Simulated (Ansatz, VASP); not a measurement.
SnGe2 in VASP and in Ansatz

```
Sn Ge
1.0
     3.08700   -3.39979    0.00000
     3.08700    3.39979    0.00000
    -1.27544    0.00000    3.64033
Sn Ge
1 2
Direct
  0.10046 0.89954 0.00000
  0.57177 0.57541 0.25045
  0.42459 0.42823 0.74955
```

Alike in both runs: task relaxation of cell and atoms; functional PBE; k mesh 5 × 5 × 5; occupations gaussian, width 0.2 eV; no spin polarisation.

|  | VASP | Ansatz |
| --- | --- | --- |
| version | VASP 6.6.1 | Ansatz 0.2.0 |
| potentials or method | VASP PAW PBE potentials, release 64 (Sn_d, Ge_d), cutoff 600 eV | scalar-relativistic, plane waves, PAW |
| valence electrons in the cell | 42 | 42 |

|  | VASP | Ansatz | Ansatz less VASP |
| --- | --- | --- | --- |
| gap on the k mesh at the Fermi level, each at its own relaxed structure (eV) | none | none | - |
| relaxed volume (Å³/atom) | 22.56 | 22.65 | +0.084 |
| relaxed cell length with the largest relative difference (Å) | 4.138 | 4.090 | -0.0482 |

A gap of «none» marks a metal or a gap that the smearing closes.
